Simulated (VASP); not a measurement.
Here is a VASP 6.6.1 calculation.

File INCAR:

```
  ALGO = Normal
  EDIFF = 1E-8
  ENCUT = 520
  GGA = CA
  IBRION = 8
  ISIF = 2
  ISMEAR = 0
  LASPH = T
  LCHARG = F
  LREAL = F
  LWAVE = F
  NELM = 60
  NSW = 1
  PREC = Accurate
  SIGMA = 0.01
```

The input KPOINTS:

```
k-points
0
Gamma
  6 6 4
```

The input POSCAR:

```
GaN
1.0
    3.1830220972      0.0000000000      0.0000000000
   -1.5915110486      2.7565779970      0.0000000000
    0.0000000000      0.0000000000      5.1892768306
Ga N
2 2
Direct
    0.3333333333      0.6666666667     -0.0007572098
    0.6666666667      0.3333333333      0.4992427902
    0.3333333333      0.6666666667      0.3757572098
    0.6666666667      0.3333333333      0.8757572098
```

Potentials or basis: VASP PAW LDA potentials, release 64 (Ga_d, N).

Run with:

```sh
$ cat potpaw_LDA.64/Ga_d/POTCAR potpaw_LDA.64/N/POTCAR > POTCAR
$ mpirun -np 1 vasp_std > vasp.out
```

Problem. Predict the highest phonon frequency at Γ, LO-TO splitting left out.

Solution. 676 cm⁻¹.

Phonon frequencies in cm⁻¹ (negative: imaginary):
```
              q point                                frequencies
(0.000, 0.000, 0.000)  0 0 0 140 140 329 518 542 542 549 549 676
```

Caveat: the k points lie up to 0.38 Å⁻¹ apart; the cell stands under pressure or tension, which shifts response properties.
